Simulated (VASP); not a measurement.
# Mn (P6_3/mmc) in VASP: notebook, part 3 of 4

VASP 6.6.1. Earlier steps stand in the parts before.

### 5 Single point, LDA, collinear spin, ferromagnetic start (volume scaled by 0.88)

INCAR reads:

```
SYSTEM = Mn
PREC     = Accurate       ! precision mode
ENCUT    = 520            ! plane-wave cutoff, eV
EDIFF    = 1E-6           ! SCF threshold, eV
ISMEAR   = -1             ! smearing method
SIGMA    = 0.05           ! smearing width, eV
LREAL    = .False.        ! projectors in reciprocal space
LASPH    = .True.         ! aspherical terms in the spheres
NELM     = 150            ! most SCF steps
ALGO     = Normal         ! electronic algorithm
ISIF     = 2              ! what is computed and relaxed
LWAVE    = .False.        ! write WAVECAR
LCHARG   = .False.        ! write CHGCAR
ISPIN    = 2              ! spin polarisation
MAGMOM   = 3 3 3 3        ! initial moments
LORBIT   = 11             ! projections on sites
LMAXMIX  = 4              ! l up to which the mixer works
GGA      = CA             ! functional
NBANDS   = 38             ! bands
```

KPOINTS reads:

```
regular mesh
0
Gamma
  17 17 5
  0 0 0
```

POSCAR reads:

```
Mn
1.0
    2.3312958491      0.0000000000      0.0000000000
   -1.1656479245      2.0189614291      0.0000000000
    0.0000000000      0.0000000000      7.5114915801
Mn
4
Direct
    1.0000000000      1.0000000000      1.0000000000
    1.0000000000      0.0000000000      0.5000000000
    0.3333333333      0.6666666667      0.2500000000
    0.6666666667      0.3333333333      0.7500000000
```

Potentials or basis: VASP PAW LDA potentials, release 64 (Mn_pv).

Run with:

```
> cat potpaw_LDA.64/Mn_pv/POTCAR > POTCAR
> mpirun -np 1 vasp_std > vasp.out
```

OUTCAR:

```text
SYSTEM = Mn
   PREC = Accurate
   ENCUT = 520
   EDIFF = 1E-6
   ISMEAR = -1
   LREAL = .False.
   LASPH = .True.
   NELM = 150
   ISIF = 2
   ISPIN = 2
   LORBIT = 11
   GGA = CA

 ion  position               nearest neighbor table
   1  0.000  0.000  0.000-   3 2.31   4 2.31   4 2.31   3 2.31   4 2.31   3 2.31
   2  0.000  0.000  0.500-   3 2.31   4 2.31   4 2.31   3 2.31   4 2.31   3 2.31
   3  0.333  0.667  0.250-   1 2.31   2 2.31   1 2.31   2 2.31   1 2.31   2 2.31
   4  0.667  0.333  0.750-   1 2.31   2 2.31   1 2.31   2 2.31   1 2.31   2 2.31

  LATTYP: Found a hexagonal cell.
 ALAT       =     2.3312958491
 C/A-ratio  =     3.2220241730

  Lattice vectors:

 A1 = (   2.3312958491,   0.0000000000,   0.0000000000)
 A2 = (  -1.1656479245,   2.0189614291,   0.0000000000)
 A3 = (   0.0000000000,   0.0000000000,   7.5114915801)

Analysis of symmetry for initial positions (statically):
=====================================================================
 Subroutine PRICEL returns:
 Original cell was already a primitive cell.

 Routine SETGRP: Setting up the symmetry group for a
 hexagonal supercell.

 Subroutine GETGRP returns: Found 24 space group operations
 (whereof 12 operations were pure point group operations)
 out of a pool of 24 trial point group operations.

The static configuration has the point symmetry D_3d.
 The point group associated with its full space group is D_6h.

Analysis of symmetry for dynamics (positions and initial velocities):
=====================================================================
 Subroutine PRICEL returns:
 Original cell was already a primitive cell.

 Routine SETGRP: Setting up the symmetry group for a
 hexagonal supercell.

 Subroutine GETGRP returns: Found 24 space group operations
 (whereof 12 operations were pure point group operations)
 out of a pool of 24 trial point group operations.

The dynamic configuration has the point symmetry D_3d.
 The point group associated with its full space group is D_6h.

Analysis of structural, dynamic, and magnetic symmetry:
=====================================================================
[... 162 lines left out ...]

  energy without entropy =      -39.81725995  energy(sigma->0) =      -39.83208925

 E-fermi :  13.3024     XC(G=0): -15.6044

 val. band max:       13.3002319038   @ k =   0.1765   0.0588   0.0000
 cond. band min:      13.3028483238   @ k =   0.1176   0.0588   0.0000
 fundamental gap:      0.0026164200
 Fermi energy:        13.3023858109

 spin component 1

 k-point     1 :       0.0000    0.0000    0.0000
  band No.  band energies     occupation
      1     -35.1354      1.00000
      2     -34.4528      1.00000
      3     -34.3583      1.00000
      4     -33.8426      1.00000
      5     -33.8426      1.00000
      6     -33.7491      1.00000
[... 973 lines left out ...]
     37      25.1599      0.00000
     38      29.7553      0.00000

 [... further k-points ...]

 spin component 2

 k-point     1 :       0.0000    0.0000    0.0000
  band No.  band energies     occupation
      1     -35.1354      1.00000
      2     -34.4528      1.00000
      3     -34.3585      1.00000
      4     -33.8426      1.00000
      5     -33.8426      1.00000
      6     -33.7492      1.00000
[... 973 lines left out ...]
     37      25.1599      0.00000
     38      29.7552      0.00000

 [... further k-points ...]
[... 5 lines left out ...]
  --------------------------------------------------------------------------------------
  -------------------------------------------------------------------------------------
  Total       12.6106219     12.6106219     12.4832575      0.0000000      0.0000000      0.0000000
  in kB      571.4727001    571.4727001    565.7009577      0.0000000      0.0000000      0.0000000
  external PRESSURE =     569.5487860 kB  Pullay stress =       0.0000000 kB

 VOLUME and BASIS-vectors are now :
 -----------------------------------------------------------------------------
  energy-cutoff  :      520.00
  volume of cell :       35.36
      direct lattice vectors                 reciprocal lattice vectors
     2.331295849  0.000000000  0.000000000     0.428945987  0.247652081  0.000000000
    -1.165647924  2.018961429  0.000000000     0.000000000  0.495304163  0.000000000
     0.000000000  0.000000000  7.511491580     0.000000000  0.000000000  0.133129351

 POSITION                                       TOTAL-FORCE (eV/Angst)
 -----------------------------------------------------------------------------------
      0.00000      0.00000      0.00000         0.000000      0.000000     -0.000000
      0.00000      0.00000      3.75575         0.000000      0.000000     -0.000000
     -0.00000      1.34597      1.87787        -0.000000      0.000000      0.000000
      1.16565      0.67299      5.63362         0.000000     -0.000000      0.000000
 -----------------------------------------------------------------------------------
    total drift:                                0.000000     -0.000000      0.000000

  FREE ENERGIE OF THE ION-ELECTRON SYSTEM (eV)
  ---------------------------------------------------
  free  energy   TOTEN  =       -39.8469185380 eV

  energy  without entropy=      -39.8172599540  energy(sigma->0) =      -39.83208925

 total charge

# of ion       s       p       d       tot
------------------------------------------
    1        0.512   6.539   5.421  12.471
    2        0.512   6.539   5.421  12.471
    3        0.513   6.540   5.404  12.457
    4        0.513   6.540   5.404  12.457
--------------------------------------------------
tot          2.051  26.157  21.650  49.858

 magnetization (x)

# of ion       s       p       d       tot
------------------------------------------
    1       -0.000  -0.000  -0.000  -0.000
    2       -0.000  -0.000  -0.000  -0.000
    3        0.000   0.000   0.000   0.000
    4        0.000   0.000   0.000   0.000
--------------------------------------------------
tot         -0.000  -0.000  -0.000  -0.000
```

OSZICAR:

```text
N       E                     dE             d eps       ncg     rms          rms(c)
DAV:   1     0.624311734355E+03    0.62431E+03   -0.28062E+04 15928   0.202E+03
DAV:   2    -0.195710005005E+01   -0.62627E+03   -0.59433E+03 15090   0.542E+02
DAV:   3    -0.403854238136E+02   -0.38428E+02   -0.37103E+02 15804   0.155E+02
DAV:   4    -0.409371554187E+02   -0.55173E+00   -0.55137E+00 16518   0.198E+01
DAV:   5    -0.409484728249E+02   -0.11317E-01   -0.11317E-01 16412   0.278E+00    0.423E+01
DAV:   6    -0.378846301459E+02    0.30638E+01   -0.22259E+01 16068   0.446E+01    0.128E+01
DAV:   7    -0.397775114010E+02   -0.18929E+01   -0.19575E+00 16460   0.208E+01    0.126E+01
DAV:   8    -0.410196690667E+02   -0.12422E+01   -0.94759E+00 16244   0.351E+01    0.168E+01
DAV:   9    -0.396942346817E+02    0.13254E+01   -0.40154E+00 16212   0.200E+01    0.312E+00
DAV:  10    -0.398465832383E+02   -0.15235E+00   -0.11931E-01 15728   0.299E+00    0.554E-01
DAV:  11    -0.398468111991E+02   -0.22796E-03   -0.72614E-03 16282   0.849E-01    0.208E-01
DAV:  12    -0.398469136289E+02   -0.10243E-03   -0.60182E-04 16074   0.241E-01    0.109E-01
DAV:  13    -0.398469140170E+02   -0.38813E-06   -0.44626E-05 16950   0.643E-02    0.360E-02
DAV:  14    -0.398469187200E+02   -0.47030E-05   -0.12246E-05 15742   0.321E-02    0.827E-03
DAV:  15    -0.398469185380E+02    0.18200E-06   -0.12409E-06  8548   0.125E-02
   1 F= -.39846919E+02 E0= -.39832089E+02  d E =-.296586E-01  mag=    -0.0002
```

It took 6.4 min on 1 thread of Oxide Virtual Turin-like, shared host; peak memory 0.24 GiB.

Results:

```
Free energy                                           : -39.8469 eV
Pressure                                              : 57.0 GPa
Band gap on the k mesh                                : zero (filled and empty bands overlap)
Net moment                                            : 0.00 μB per cell
Valence electrons inside the program's atomic spheres : Mn 12.47, 12.46
```

Stress tensor (GPa, compression positive):
```
57.15  0.00  0.00
 0.00 57.15  0.00
 0.00  0.00 56.57
```

Levels at points of the mesh, in eV from the Fermi level:
Spin up:
```csv
k point,band 24,band 25,band 26,band 27,band 28,band 29
"(0.00, 0.00, 0.00)",-1.06,-1.06,-0.96,-0.96,0.27,0.27
```
Spin down:
```csv
k point,band 22,band 23,band 24,band 25,band 26,band 27,band 28,band 29,band 30,band 31
"(0.00, 0.00, 0.00)",-1.60,-1.35,-1.06,-1.06,-0.96,-0.96,0.27,0.27,0.87,0.87
```

Caveat: the starting moments collapsed, and a magnetic state may lie lower.

[end of part 3 of 4]
